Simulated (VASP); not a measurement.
# H3C8F in VASP: further runs

The runs below take H3C8F through single point, with PBE.

Everything below comes from runs of VASP 6.6.1. Logs are shortened: lines on timing, memory, paths and dates and some standing lists are left out, and cuts for length are marked.

### Step 1. The cell of the first run

The cell holds a slab with vacuum, 24 atoms: a = 5.049 Å, b = 5.049 Å, c = 15.776 Å, α = 90.00°, β = 90.00°, γ = 60.00°.

### Step 2. Single point, PBE

Input file INCAR:

```
SYSTEM = H3C8F
ALGO     = Normal         ! electronic algorithm
EDIFF    = 1E-6           ! SCF threshold, eV
ENCUT    = 520            ! plane-wave cutoff, eV
GGA      = PE             ! functional
ISIF     = 2              ! what is computed and relaxed
ISMEAR   = -1             ! smearing method
LASPH    = .TRUE.         ! aspherical terms in the spheres
LCHARG   = .FALSE.        ! write CHGCAR
LREAL    = Auto         
LWAVE    = .FALSE.        ! write WAVECAR
NBANDS   = 60             ! bands
NELM     = 100            ! most SCF steps
PREC     = Accurate       ! precision mode
SIGMA    = 0.02           ! smearing width, eV
```

Input file KPOINTS:

```
k-points
0
G
  2 2 1
  0 0 0
```

Input file POSCAR:

```
H3C8F
1.0
    5.0487420000      0.0000000000      0.0000000000
    2.5243710000      4.3723390000      0.0000000000
    0.0000000000      0.0000000000     15.7764260000
H C F
6 16 2
Direct
    0.1666721879      0.1666613682      0.0633857123
    0.6666779319      0.1666613682      0.0633857123
    0.1666715721      0.6666683439      0.0633857123
    0.6666575092      0.6666683439      0.0633857123
    0.0219650514      0.4614235081      0.3599801375
    0.5139220502      0.4457110942      0.3635170602
    0.1666721879      0.1666613682      0.1331099959
    0.6666779319      0.1666613682      0.1331099959
    0.1666715721      0.6666683439      0.1331099959
    0.6666575092      0.6666683439      0.1331099959
   -0.1666613682      0.3333227364      0.1657726535
    0.3333443758      0.3333227364      0.1657726535
   -0.1666619840      0.8333297121      0.1657726535
    0.3333437600      0.8333297121      0.1657726535
   -0.1574388652      0.3165811251      0.2597166177
    0.3360263308      0.3157577672      0.2654213318
   -0.1576881007      0.8132031848      0.2629556276
    0.3452557683      0.7992061000      0.2661502675
    0.0092930527     -0.0282914934      0.2946991923
    0.5141683237     -0.0470228864      0.2965120237
    0.0043285227      0.4922994306      0.2920560081
    0.5172602383      0.4684677926      0.2940273038
   -0.0140038401      0.9976353618      0.3823426168
    0.5577709602      0.8734684113      0.3879585909
```

Potentials or basis: VASP PAW PBE potentials, release 64 (H, C, F).

Command:

```sh
cat potpaw_PBE.64/H/POTCAR potpaw_PBE.64/C/POTCAR potpaw_PBE.64/F/POTCAR > POTCAR
mpirun -np 1 vasp_std > vasp.out
```

OUTCAR:

```text
SYSTEM = H3C8F
   EDIFF = 1E-6
   ENCUT = 520
   GGA = PE
   ISIF = 2
   ISMEAR = -1
   LASPH = .TRUE.
   LREAL = Auto
   NELM = 100
   PREC = Accurate

 ion  position               nearest neighbor table
   1  0.167  0.167  0.063-   7 1.10
   2  0.667  0.167  0.063-   8 1.10
   3  0.167  0.667  0.063-   9 1.10
   4  0.667  0.667  0.063-  10 1.10
   5  0.022  0.461  0.360-  21 1.08
   6  0.514  0.446  0.364-  22 1.10
   7  0.167  0.167  0.133-   1 1.10  14 1.55  11 1.55  12 1.55
   8  0.667  0.167  0.133-   2 1.10  11 1.55  13 1.55  12 1.55
   9  0.167  0.667  0.133-   3 1.10  13 1.55  14 1.55  12 1.55
  10  0.667  0.667  0.133-   4 1.10  14 1.55  13 1.55  11 1.55
  11  0.833  0.333  0.166-  15 1.48   8 1.55   7 1.55  10 1.55
  12  0.333  0.333  0.166-   8 1.55   7 1.55   9 1.55  16 1.57
[... 8 lines left out ...]
  21  0.004  0.492  0.292-   5 1.08  17 1.48  16 1.51  15 1.56
  22  0.517  0.468  0.294-   6 1.10  18 1.51  15 1.52  16 1.53
  23  0.986  0.998  0.382-  19 1.39
  24  0.558  0.873  0.388-  20 1.48

  LATTYP: Found a hexagonal cell.
 ALAT       =     5.0487421480
 C/A-ratio  =     3.1248230822

  Lattice vectors:

 A1 = (  -2.5243710000,  -4.3723390000,   0.0000000000)
 A2 = (   5.0487420000,   0.0000000000,   0.0000000000)
 A3 = (   0.0000000000,   0.0000000000,  15.7764260000)

Analysis of symmetry for initial positions (statically):
=====================================================================
 Subroutine PRICEL returns:
 Original cell was already a primitive cell.

 Routine SETGRP: Setting up the symmetry group for a
 hexagonal supercell.

 Subroutine GETGRP returns: Found  1 space group operations
 (whereof  1 operations were pure point group operations)
 out of a pool of 24 trial point group operations.

The static configuration has the point symmetry C_1 .

Analysis of symmetry for dynamics (positions and initial velocities):
=====================================================================
 Subroutine PRICEL returns:
 Original cell was already a primitive cell.

 Routine SETGRP: Setting up the symmetry group for a
 hexagonal supercell.

 Subroutine GETGRP returns: Found  1 space group operations
 (whereof  1 operations were pure point group operations)
 out of a pool of 24 trial point group operations.

The dynamic configuration has the point symmetry C_1 .

 Subroutine INISYM returns: Found  1 space group operations
 (whereof  1 operations are pure point group operations),
 and found     1 'primitive' translations

----------------------------------------------------------------------------------------

                                     Primitive cell

  volume of cell :     348.2616

  direct lattice vectors                    reciprocal lattice vectors
     5.048742000  0.000000000  0.000000000     0.198069143 -0.114355268  0.000000000
     2.524371000  4.372339000  0.000000000     0.000000000  0.228710537  0.000000000
     0.000000000  0.000000000 15.776426000     0.000000000  0.000000000  0.063385712

  length of vectors
     5.048742000  5.048742148 15.776426000     0.228710544  0.228710537  0.063385712

  position of ions in fractional coordinates (direct lattice)
     0.166672188  0.166661368  0.063385712
     0.666677932  0.166661368  0.063385712
     0.166671572  0.666668344  0.063385712
     0.666657509  0.666668344  0.063385712
     0.021965051  0.461423508  0.359980138
     0.513922050  0.445711094  0.363517060
[... 16 lines left out ...]
     0.985996160  0.997635362  0.382342617
     0.557770960  0.873468411  0.387958591

  ion indices of the primitive-cell ions
   primitive index   ion index
                 1           1
                 2           2
                 3           3
                 4           4
                 5           5
                 6           6
[... 16 lines left out ...]
                23          23
                24          24

----------------------------------------------------------------------------------------

 KPOINTS: k-points

Automatic generation of k-mesh.
 Grid dimensions read from file:
 generate k-points for:    2    2    1

 Generating k-lattice:

  Cartesian coordinates                     Fractional coordinates (reciprocal lattice)
     0.099034571 -0.057177634  0.000000000     0.500000000  0.000000000  0.000000000
     0.000000000  0.114355268  0.000000000     0.000000000  0.500000000  0.000000000
     0.000000000  0.000000000  0.063385712     0.000000000  0.000000000  1.000000000

  Length of vectors
     0.114355272  0.114355268  0.063385712

  Shift w.r.t. Gamma in fractional coordinates (k-lattice)
     0.000000000  0.000000000  0.000000000

 Subroutine IBZKPT returns following result:
 ===========================================

 Found      4 irreducible k-points:

 Following reciprocal coordinates:
            Coordinates               Weight
  0.000000  0.000000  0.000000      1.000000
  0.500000  0.000000  0.000000      1.000000
  0.500000  0.500000  0.000000      1.000000
  0.000000  0.500000  0.000000      1.000000
   k-points           NKPTS =      4   k-points in BZ     NKDIM =      4   number of bands    NBANDS=     60
   number of dos      NEDOS =    301   number of ions     NIONS =     24
   total plane-waves  NPLWV = 192000
   dimension x,y,z NGX =    40 NGY =   40 NGZ =  120
   dimension x,y,z NGXF=    80 NGYF=   80 NGZF=  240
   ions per type =               6  16   2
   NGX,Y,Z   is equivalent  to a cutoff of  13.17, 13.17, 12.65 a.u.
   NGXF,Y,Z  is equivalent  to a cutoff of  26.34, 26.34, 25.29 a.u.
 SYSTEM =  H3C8F
   PREC   = accura    normal or accurate (medium, high low for compatibility)
   ISTART =      0    job   : 0-new  1-cont  2-samecut
   ICHARG =      2    charge: 1-file 2-atom 10-const
   ISPIN  =      1    spin polarized calculation?
   LNONCOLLINEAR =      F non collinear calculations
   LSORBIT =      F    spin-orbit coupling
   LASPH  =      T    aspherical Exc in radial PAW
   ENCUT  =  520.0 eV  38.22 Ry    6.18 a.u.   9.39  9.39 29.33*2*pi/ulx,y,z
   NELM   =    100;   NELMIN=  2; NELMDL= -5     # of ELM steps
   EDIFF  = 0.1E-05   stopping-criterion for ELM
   LREAL  =      T    real-space projection
   EDIFFG = 0.1E-04   stopping-criterion for IOM
   NSW    =      0    number of steps for IOM
   IBRION =     -1    ionic relax: 0-MD 1-quasi-New 2-CG
   NFREE  =      0    steps in history (QN), initial steepest desc. (CG)
   ISIF   =      2    stress and relaxation
   ISYM   =      2    0-nonsym 1-usesym 2-fastsym
   POTIM  = 0.5000    time-step for ionic-motion
   TEBEG  =    0.0;   TEEND  =   0.0 temperature during run
   PSTRESS=    0.0 pullay stress
   NELECT =      84.0000    total number of electrons
   NUPDOWN=      -1.0000    fix difference up-down
   EMIN   =  10.00;   EMAX   =-10.00  energy-range for DOS
   EFERMI =   0.00;   METHOD = LEGACY
   ISMEAR =    -1;   SIGMA  =   0.02  broadening in eV -4-tet -1-fermi 0-gaus
   EFERMI_NEDOS =   21; number of points for ismear=-14 and -15
   IALGO  =     38    algorithm
   IMIX   =      4    mixing-type and parameters
     AMIX     =   0.40;   BMIX     =  1.00
     AMIX_MAG =   1.60;   BMIX_MAG =  1.00
  volume/ion in A,a.u.               =      14.51        97.92
  Fermi-wavevector in a.u.,A,eV,Ry     =   1.019059  1.925743 14.129399  1.038482
  Thomas-Fermi vector in A             =   2.152552
   LORBIT       =      0    0 simple, 1 ext, 2 COOP (PROOUT), +10 PAW based schemes
   GGA     = PE    functional components
   LHFCALC =     F    Hartree Fock is set to
   AEXX    =    0.0000 exact exchange contribution
   IVDW    =     0    specifies the selected vdW correction
   LEPSILON=     F    determine dielectric tensor
   LRPA    =     F    only Hartree local field effects (RPA)
 non-spin polarized calculation
  energy-cutoff  :      520.00
  volume of cell :      348.26
 maximum number of plane-waves:      9407
 NGX is ok and might be reduce to    40
   NGX = 19   NGY = 19   NGZ = 59

 number of electron      84.0000000 magnetization

 Free energy of the ion-electron system (eV)
  ---------------------------------------------------
  ext. energy  EPLUGINS =         0.00000000
  ---------------------------------------------------
  free energy    TOTEN  =      -173.82169833 eV

  energy without entropy =     -173.82169833  energy(sigma->0) =     -173.82169833

 E-fermi :  -0.2800     XC(G=0):  -5.4076

 val. band max:       -0.8192019720   @ k =   0.0000   0.0000   0.0000
 cond. band min:       2.5694064184   @ k =   0.0000   0.0000   0.0000
 fundamental gap:      3.3886083903
 Fermi energy:        -0.2799956369

 k-point     1 :       0.0000    0.0000    0.0000
  band No.  band energies     occupation
      1     -25.9040      2.00000
      2     -24.7830      2.00000
      3     -20.5552      2.00000
      4     -17.6907      2.00000
      5     -15.6992      2.00000
      6     -15.5523      2.00000
[... 46 lines left out ...]
     53       6.3057      0.00000
     54       6.6566      0.00000

 k-point     2 :       0.5000    0.0000    0.0000
  band No.  band energies     occupation
      1     -25.8421      2.00000
      2     -24.8506      2.00000
      3     -19.1996      2.00000
      4     -19.0060      2.00000
      5     -16.5479      2.00000
      6     -16.4270      2.00000
[... 46 lines left out ...]
     53       6.9083      0.00000
     54       7.2762      0.00000

 k-point     3 :       0.5000    0.5000    0.0000
  band No.  band energies     occupation
      1     -25.8416      2.00000
      2     -24.8513      2.00000
      3     -19.1159      2.00000
      4     -19.0960      2.00000
      5     -16.5051      2.00000
      6     -16.4516      2.00000
[... 46 lines left out ...]
     53       6.9410      0.00000
     54       7.2785      0.00000

 k-point     4 :       0.0000    0.5000    0.0000
  band No.  band energies     occupation
      1     -25.8874      2.00000
      2     -24.7840      2.00000
      3     -19.2889      2.00000
      4     -18.9383      2.00000
      5     -16.5723      2.00000
      6     -16.4125      2.00000
[... 46 lines left out ...]
     53       7.0042      0.00000
     54       7.2937      0.00000
 [bands above 54 left out]

------------------------ aborting loop because EDIFF is reached ----------------------------------------

  FORCE on cell =-STRESS in cart. coord.  units (eV):
  Direction    XX          YY          ZZ          XY          YZ          ZX
  --------------------------------------------------------------------------------------
  -------------------------------------------------------------------------------------
  Total        5.5840600      2.7239417      1.7531811      0.0540254     10.8325142      1.8351532
  in kB       25.6894632     12.5314913      8.0655082      0.2485440     49.8349723      8.4426209
  external PRESSURE =      15.4288209 kB  Pullay stress =       0.0000000 kB

 VOLUME and BASIS-vectors are now :
 -----------------------------------------------------------------------------
  energy-cutoff  :      520.00
  volume of cell :      348.26
      direct lattice vectors                 reciprocal lattice vectors
     5.048742000  0.000000000  0.000000000     0.198069143 -0.114355268  0.000000000
     2.524371000  4.372339000  0.000000000     0.000000000  0.228710537  0.000000000
     0.000000000  0.000000000 15.776426000     0.000000000  0.000000000  0.063385712

 POSITION                                       TOTAL-FORCE (eV/Angst)
 -----------------------------------------------------------------------------------
      1.26220      0.72870      1.00000        -0.019098     -0.117432     -0.191529
      3.78660      0.72870      1.00000        -0.003388     -0.073247     -0.184106
      2.52440      2.91490      1.00000        -0.024076     -0.075859     -0.174262
      5.04870      2.91490      1.00000        -0.003186     -0.030670     -0.157966
      1.27570      2.01750      5.67920        -0.289853      0.683838      0.741711
      3.71980      1.94880      5.73500         0.595578      0.471793     -0.067066
[... 16 lines left out ...]
      7.49644      4.36200      6.03200         0.257346     -0.167340      0.658083
      5.02100      3.81910      6.12060        -0.038156      1.807167     -0.922798
 -----------------------------------------------------------------------------------
    total drift:                                0.005925      0.008148     -0.053119

  FREE ENERGIE OF THE ION-ELECTRON SYSTEM (eV)
  ---------------------------------------------------
  free  energy   TOTEN  =      -173.8216983287 eV

  energy  without entropy=     -173.8216983287  energy(sigma->0) =     -173.82169833
```

Wall time 2.5 min (1 thread of Intel Xeon 6975P-C (Granite Rapids), shared host); peak memory 0.47 GiB.

What came out:

```
Free energy            : -173.8217 eV
Largest force          : 3.151 eV/Å
Band gap on the k mesh : 3.39 eV, direct
```

Forces in eV/Å, atoms in the order of the input:
```
H   -0.019 -0.117 -0.192
H   -0.003 -0.073 -0.184
H   -0.024 -0.076 -0.174
H   -0.003 -0.031 -0.158
H   -0.290  0.684  0.742
H    0.596  0.472 -0.067
C    0.075  0.044  1.047
C   -0.095  0.041  0.940
C    0.046  0.002  1.148
C   -0.035  0.040  1.013
C   -0.062 -0.706 -2.172
C   -0.158 -1.272 -0.749
C   -0.073 -0.317 -1.406
C   -0.201 -0.830 -0.716
C    0.095 -0.314  1.876
C    0.763 -0.958 -0.775
C   -0.628  0.558  0.082
C   -0.072  0.979 -0.918
C    0.627  1.924 -0.816
C    0.723  1.807  0.466
C   -0.163 -3.094  0.576
C   -1.317 -0.403  0.702
F    0.257 -0.167  0.658
F   -0.038  1.807 -0.923
```

Caveat: the k points lie up to 0.72 Å⁻¹ apart.

[end of part 1 of 2]
